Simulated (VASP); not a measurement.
# NaCl (I4/mmm) in VASP: a series of runs

NaCl is run at these levels: PBE; tasks: single point.

Program: VASP 6.6.1. These are calculated values, not measurements. Logs are shortened: lines on timing, memory, paths and dates and some standing lists are left out, and cuts for length are marked.

### Step 1. The cell of the first run

It takes space group I4/mmm (No. 139, tetragonal). The conventional cell has a = 3.845 Å, b = 3.845 Å, c = 5.663 Å, α = 90.00°, β = 90.00°, γ = 90.00°. Within 3.6 Å of Na (site symmetry 4/mmm) lie 6 Cl at 2.72 to 2.83 Å. Cl (site symmetry 4/mmm) has 6 Na at 2.72 to 2.83 Å within 3.6 Å.

### Step 2. Single point, PBE (strain -0.040 along x and y, +0.000 along z)

The input, INCAR:

```
SYSTEM = NaCl
PREC = Accurate ; ENCUT = 520
EDIFF = 1E-6 ; ISMEAR = 0
SIGMA = 0.05 ; LREAL = .FALSE.
LASPH = .TRUE. ; NELM = 60
ALGO = Normal ; ISIF = 2
LWAVE = .FALSE. ; LCHARG = .FALSE.
GGA = PE ; NBANDS = 14
```

The input, KPOINTS:

```
regular mesh
0
G
  8 8 8
  0 0 0
```

The input, POSCAR:

```
NaCl
1.0
    0.0000000000      2.7184800000      2.8317500000
    2.7184800000      0.0000000000      2.8317500000
    2.7184800000      2.7184800000      0.0000000000
Na Cl
1 1
Direct
    0.0000000000      0.0000000000      0.0000000000
    0.5000000000      0.5000000000      0.5000000000
```

Potentials or basis: VASP PAW PBE potentials, release 64 (Na_pv, Cl).

The run is started by

```bash
$ cat potpaw_PBE.64/Na_pv/POTCAR potpaw_PBE.64/Cl/POTCAR > POTCAR
$ mpirun -np 1 vasp_std > vasp.out
```

OUTCAR:

```text
SYSTEM = NaCl
   PREC = Accurate
   ENCUT = 520
   EDIFF = 1E-6
   ISMEAR = 0
   LREAL = .FALSE.
   LASPH = .TRUE.
   NELM = 60
   ISIF = 2
   GGA = PE

 ion  position               nearest neighbor table
   1  0.000  0.000  0.000-   2 2.72   2 2.72   2 2.72   2 2.72
   2  0.500  0.500  0.500-   1 2.72   1 2.72   1 2.72   1 2.72

  LATTYP: Found a body centered tetragonal cell.
 ALAT       =     3.8445112850
 C/A-ratio  =     1.4731391275

  Lattice vectors:

 A1 = (  -2.7184800000,   0.0000000000,   2.8317500000)
 A2 = (   2.7184800000,   0.0000000000,   2.8317500000)
 A3 = (   0.0000000000,   2.7184800000,  -2.8317500000)

Analysis of symmetry for initial positions (statically):
=====================================================================
 Subroutine PRICEL returns:
 Original cell was already a primitive cell.

 Routine SETGRP: Setting up the symmetry group for a
 body centered tetragonal supercell.

 Subroutine GETGRP returns: Found 16 space group operations
 (whereof 16 operations were pure point group operations)
 out of a pool of 16 trial point group operations.

The static configuration has the point symmetry D_4h.

Analysis of symmetry for dynamics (positions and initial velocities):
=====================================================================
 Subroutine PRICEL returns:
 Original cell was already a primitive cell.

 Routine SETGRP: Setting up the symmetry group for a
 body centered tetragonal supercell.

 Subroutine GETGRP returns: Found 16 space group operations
 (whereof 16 operations were pure point group operations)
 out of a pool of 16 trial point group operations.

The dynamic configuration has the point symmetry D_4h.

 Subroutine INISYM returns: Found 16 space group operations
 (whereof 16 operations are pure point group operations),
 and found     1 'primitive' translations

----------------------------------------------------------------------------------------

                                     Primitive cell

  volume of cell :      41.8540

  direct lattice vectors                    reciprocal lattice vectors
     0.000000000  2.718480000  2.831750000    -0.183926312  0.183926312  0.176569259
     2.718480000  0.000000000  2.831750000     0.183926312 -0.183926312  0.176569259
     2.718480000  2.718480000  0.000000000     0.183926312  0.183926312 -0.176569259

  length of vectors
     3.925422471  3.925422471  3.844511285     0.314379515  0.314379515  0.314379515

  position of ions in fractional coordinates (direct lattice)
     0.000000000  0.000000000  0.000000000
     0.500000000  0.500000000  0.500000000

  ion indices of the primitive-cell ions
   primitive index   ion index
                 1           1
                 2           2

----------------------------------------------------------------------------------------

 KPOINTS: regular mesh

Automatic generation of k-mesh.
 Grid dimensions read from file:
 generate k-points for:    8    8    8

 Generating k-lattice:

  Cartesian coordinates                     Fractional coordinates (reciprocal lattice)
    -0.022990789  0.022990789  0.022071157     0.125000000  0.000000000  0.000000000
     0.022990789 -0.022990789  0.022071157     0.000000000  0.125000000  0.000000000
     0.022990789  0.022990789 -0.022071157     0.000000000  0.000000000  0.125000000

  Length of vectors
     0.039297439  0.039297439  0.039297439

  Shift w.r.t. Gamma in fractional coordinates (k-lattice)
     0.000000000  0.000000000  0.000000000

 Subroutine IBZKPT returns following result:
 ===========================================

 Found     59 irreducible k-points:

 Following reciprocal coordinates:
            Coordinates               Weight
  0.000000  0.000000  0.000000      1.000000
  0.125000 -0.000000  0.000000      8.000000
  0.250000 -0.000000  0.000000      8.000000
  0.375000 -0.000000  0.000000      8.000000
  0.500000 -0.000000  0.000000      4.000000
  0.125000  0.125000  0.000000      2.000000
[... 16 lines left out ...]
  0.250000 -0.000000  0.125000     16.000000
  0.375000 -0.000000  0.125000     16.000000
 [... further k-points ...]
   k-points           NKPTS =     59   k-points in BZ     NKDIM =     59   number of bands    NBANDS=     14
   number of dos      NEDOS =    301   number of ions     NIONS =      2
   total plane-waves  NPLWV =  27000
   dimension x,y,z NGX =    30 NGY =   30 NGZ =   30
   dimension x,y,z NGXF=    60 NGYF=   60 NGZF=   60
   ions per type =               1   1
   NGX,Y,Z   is equivalent  to a cutoff of  12.71, 12.71, 12.97 a.u.
   NGXF,Y,Z  is equivalent  to a cutoff of  25.41, 25.41, 25.95 a.u.
 SYSTEM =  NaCl
   PREC   = accura    normal or accurate (medium, high low for compatibility)
   ISTART =      0    job   : 0-new  1-cont  2-samecut
   ICHARG =      2    charge: 1-file 2-atom 10-const
   ISPIN  =      1    spin polarized calculation?
   LNONCOLLINEAR =      F non collinear calculations
   LSORBIT =      F    spin-orbit coupling
   LASPH  =      T    aspherical Exc in radial PAW
   ENCUT  =  520.0 eV  38.22 Ry    6.18 a.u.   7.30  7.30  7.15*2*pi/ulx,y,z
   NELM   =     60;   NELMIN=  2; NELMDL= -5     # of ELM steps
   EDIFF  = 0.1E-05   stopping-criterion for ELM
   LREAL  =      F    real-space projection
   EDIFFG = 0.1E-04   stopping-criterion for IOM
   NSW    =      0    number of steps for IOM
   IBRION =     -1    ionic relax: 0-MD 1-quasi-New 2-CG
   NFREE  =      0    steps in history (QN), initial steepest desc. (CG)
   ISIF   =      2    stress and relaxation
   ISYM   =      2    0-nonsym 1-usesym 2-fastsym
   POTIM  = 0.5000    time-step for ionic-motion
   TEBEG  =    0.0;   TEEND  =   0.0 temperature during run
   PSTRESS=    0.0 pullay stress
   NELECT =      14.0000    total number of electrons
   NUPDOWN=      -1.0000    fix difference up-down
   EMIN   =  10.00;   EMAX   =-10.00  energy-range for DOS
   EFERMI =   0.00;   METHOD = LEGACY
   ISMEAR =     0;   SIGMA  =   0.05  broadening in eV -4-tet -1-fermi 0-gaus
   EFERMI_NEDOS =   21; number of points for ismear=-14 and -15
   IALGO  =     38    algorithm
   IMIX   =      4    mixing-type and parameters
     AMIX     =   0.40;   BMIX     =  1.00
     AMIX_MAG =   1.60;   BMIX_MAG =  1.00
  volume/ion in A,a.u.               =      20.93       141.22
  Fermi-wavevector in a.u.,A,eV,Ry     =   1.136419  2.147520 17.571216  1.291448
  Thomas-Fermi vector in A             =   2.273124
   LORBIT       =      0    0 simple, 1 ext, 2 COOP (PROOUT), +10 PAW based schemes
   GGA     = PE    functional components
   LHFCALC =     F    Hartree Fock is set to
   AEXX    =    0.0000 exact exchange contribution
   IVDW    =     0    specifies the selected vdW correction
   LEPSILON=     F    determine dielectric tensor
   LRPA    =     F    only Hartree local field effects (RPA)
 non-spin polarized calculation
 Gauss-broadening in eV      SIGMA  =   0.05
  energy-cutoff  :      520.00
  volume of cell :       41.85
 maximum number of plane-waves:      1140
 NGX is ok and might be reduce to    30
   NGX = 15   NGY = 15   NGZ = 15

 number of electron      14.0000004 magnetization

 Free energy of the ion-electron system (eV)
  ---------------------------------------------------
  ext. energy  EPLUGINS =         0.00000000
  ---------------------------------------------------
  free energy    TOTEN  =        -6.73251981 eV

  energy without entropy =       -6.73251981  energy(sigma->0) =       -6.73251981

 E-fermi :  -0.0232     XC(G=0):  -8.4639

 val. band max:       -0.2991480229   @ k =   0.0000   0.0000   0.0000
 cond. band min:       5.0745581869   @ k =   0.0000   0.0000   0.0000
 fundamental gap:      5.3737062097
 Fermi energy:        -0.0231914772

 k-point     1 :       0.0000    0.0000    0.0000
  band No.  band energies     occupation
      1     -21.0069      2.00000
      2     -21.0019      2.00000
      3     -21.0019      2.00000
      4     -13.1399      2.00000
      5      -0.3203      2.00000
      6      -0.3203      2.00000
      7      -0.2991      2.00000
      8       5.0746      0.00000
      9      10.6649      0.00000
     10      10.9887      0.00000
     11      10.9887      0.00000
     12      12.8646      0.00000
     13      13.3845      0.00000
     14      14.8607      0.00000

 k-point     2 :       0.1250   -0.0000    0.0000
  band No.  band energies     occupation
      1     -21.0104      2.00000
      2     -21.0050      2.00000
      3     -21.0021      2.00000
      4     -13.0824      2.00000
      5      -0.7235      2.00000
      6      -0.3616      2.00000
      7      -0.3590      2.00000
      8       5.5977      0.00000
      9      10.3353      0.00000
     10      10.9784      0.00000
     11      11.2088      0.00000
     12      12.6721      0.00000
     13      13.1121      0.00000
     14      15.8504      0.00000

 k-point     3 :       0.2500   -0.0000    0.0000
  band No.  band energies     occupation
      1     -21.0242      2.00000
      2     -21.0073      2.00000
      3     -21.0027      2.00000
      4     -12.9389      2.00000
      5      -1.5318      2.00000
      6      -0.4837      2.00000
      7      -0.4581      2.00000
      8       6.5710      0.00000
      9       9.8736      0.00000
     10      11.0379      0.00000
     11      11.4168      0.00000
     12      13.0483      0.00000
     13      13.2232      0.00000
     14      15.8752      0.00000
[... 324 lines left out ...]
 k-point    23 :       0.2500   -0.0000    0.1250
  band No.  band energies     occupation
      1     -21.0196      2.00000
      2     -21.0090      2.00000
      3     -21.0046      2.00000
      4     -12.9480      2.00000
      5      -1.3539      2.00000
      6      -0.5588      2.00000
      7      -0.5229      2.00000
      8       6.6412      0.00000
      9       9.4743      0.00000
     10      11.2203      0.00000
     11      11.5485      0.00000
     12      12.2816      0.00000
     13      13.6030      0.00000
     14      17.0042      0.00000

 k-point    24 :       0.3750   -0.0000    0.1250
  band No.  band energies     occupation
      1     -21.0332      2.00000
      2     -21.0103      2.00000
      3     -21.0053      2.00000
      4     -12.8040      2.00000
      5      -1.9908      2.00000
      6      -0.6805      2.00000
      7      -0.6583      2.00000
      8       7.3425      0.00000
      9       9.6550      0.00000
     10      10.6287      0.00000
     11      11.3528      0.00000
     12      13.5297      0.00000
     13      14.8887      0.00000
     14      16.5361      0.00000

 [... further k-points ...]

------------------------ aborting loop because EDIFF is reached ----------------------------------------

  FORCE on cell =-STRESS in cart. coord.  units (eV):
  Direction    XX          YY          ZZ          XY          YZ          ZX
  --------------------------------------------------------------------------------------
  -------------------------------------------------------------------------------------
  Total        1.0009702      1.0009702      0.3872345      0.0000000      0.0000000      0.0000000
  in kB       38.3172678     38.3172678     14.8233873      0.0000000      0.0000000      0.0000000
  external PRESSURE =      30.4859743 kB  Pullay stress =       0.0000000 kB

 VOLUME and BASIS-vectors are now :
 -----------------------------------------------------------------------------
  energy-cutoff  :      520.00
  volume of cell :       41.85
      direct lattice vectors                 reciprocal lattice vectors
     0.000000000  2.718480000  2.831750000    -0.183926312  0.183926312  0.176569259
     2.718480000  0.000000000  2.831750000     0.183926312 -0.183926312  0.176569259
     2.718480000  2.718480000  0.000000000     0.183926312  0.183926312 -0.176569259

 POSITION                                       TOTAL-FORCE (eV/Angst)
 -----------------------------------------------------------------------------------
      0.00000      0.00000      0.00000        -0.000000      0.000000     -0.000000
      2.71848      2.71848      2.83175         0.000000     -0.000000      0.000000
 -----------------------------------------------------------------------------------
    total drift:                               -0.000000      0.000000      0.000000

  FREE ENERGIE OF THE ION-ELECTRON SYSTEM (eV)
  ---------------------------------------------------
  free  energy   TOTEN  =        -6.7325198112 eV

  energy  without entropy=       -6.7325198112  energy(sigma->0) =       -6.73251981
```

It took 40 s on 1 thread of Intel Xeon 8259CL, shared host; peak memory 0.17 GiB.

Results:

```yaml
Free_energy: -6.7325 eV
Pressure: 3.0 GPa
Band_gap_on_the_k_mesh: 5.37 eV
```

Stress tensor (GPa, compression positive):
```
3.83 0.00 0.00
0.00 3.83 0.00
0.00 0.00 1.48
```

Levels at points of the mesh, in eV from the valence-band top:
```csv
k point,band 5,band 6,band 7,band 8,band 9,band 10
"(0.00, 0.00, 0.00)",-0.02,-0.02,0.00,5.37,10.96,11.29
"(0.50, 0.00, 0.00)",-2.16,-0.35,-0.29,7.38,10.93,11.18
"(0.50, 0.50, 0.00)",-1.88,-0.61,-0.61,7.76,8.10,11.55
"(0.50, 0.00, 0.50)",-1.85,-0.78,-0.64,7.72,7.95,11.94
```

Caveat: the cell differs from its parent crystal (strain -0.040 along x and y, +0.000 along z); the cell stands under pressure.

### Step 3. Single point, PBE (strain +0.000 along x and y, +0.040 along z)

The input, INCAR:

```
PREC = Accurate
ENCUT = 520
EDIFF = 1E-7
ISMEAR = 0
SIGMA = 0.05
LREAL = False
LASPH = True
NELM = 100
ALGO = Normal
ISIF = 2
LWAVE = False
LCHARG = False
GGA = PE
NBANDS = 14
```

The input, KPOINTS:

```
Automatic mesh
0
Gamma
  8 8 8
```

The input, POSCAR:

```
NaCl
1.0
    0.0000000000      2.8317500000      2.9450200000
    2.8317500000      0.0000000000      2.9450200000
    2.8317500000      2.8317500000      0.0000000000
Na Cl
1 1
Direct
    0.0000000000      0.0000000000      0.0000000000
    0.5000000000      0.5000000000      0.5000000000
```

Potentials or basis: VASP PAW PBE potentials, release 64 (Na_pv, Cl).

The run is started by

```bash
$ cat potpaw_PBE.64/Na_pv/POTCAR potpaw_PBE.64/Cl/POTCAR > POTCAR
$ mpirun -np 1 vasp_std > vasp.out
```

It took 40 s on 1 thread of Intel Xeon Platinum 8375C at 2.90GHz (Ice Lake), shared host; peak memory 0.18 GiB.

It converged, with:

```
Free energy            : -6.7719 eV
Pressure               : -0.4 GPa
Band gap on the k mesh : 4.90 eV
```

Stress tensor (GPa, compression positive):
```
-0.07  0.00  0.00
 0.00 -0.07  0.00
 0.00  0.00 -1.20
```

Levels at points of the mesh, in eV from the valence-band top:
| k point | band 3 | band 4 | band 5 | band 6 | band 7 | band 8 | band 9 | band 10 | band 11 | band 12 |
| --- | --- | --- | --- | --- | --- | --- | --- | --- | --- | --- |
| (0.00, 0.00, 0.00) | -20.93 | -12.57 | -0.03 | -0.03 | 0.00 | 4.90 | 10.86 | 11.15 | 11.15 | 12.90 |
| (0.50, 0.00, 0.00) | -20.94 | -12.28 | -1.79 | -0.28 | -0.23 | 7.16 | 10.19 | 10.65 | 11.02 | 14.63 |
| (0.50, 0.50, 0.00) | -20.94 | -12.26 | -1.55 | -0.52 | -0.52 | 7.37 | 8.19 | 10.69 | 14.49 | 14.49 |
| (0.50, 0.00, 0.50) | -20.94 | -12.23 | -1.54 | -0.65 | -0.53 | 7.37 | 8.06 | 11.06 | 13.97 | 14.47 |

Caveat: the cell differs from its parent crystal (strain +0.000 along x and y, +0.040 along z). A k mesh can miss the band edges.

[end of part 1 of 2]
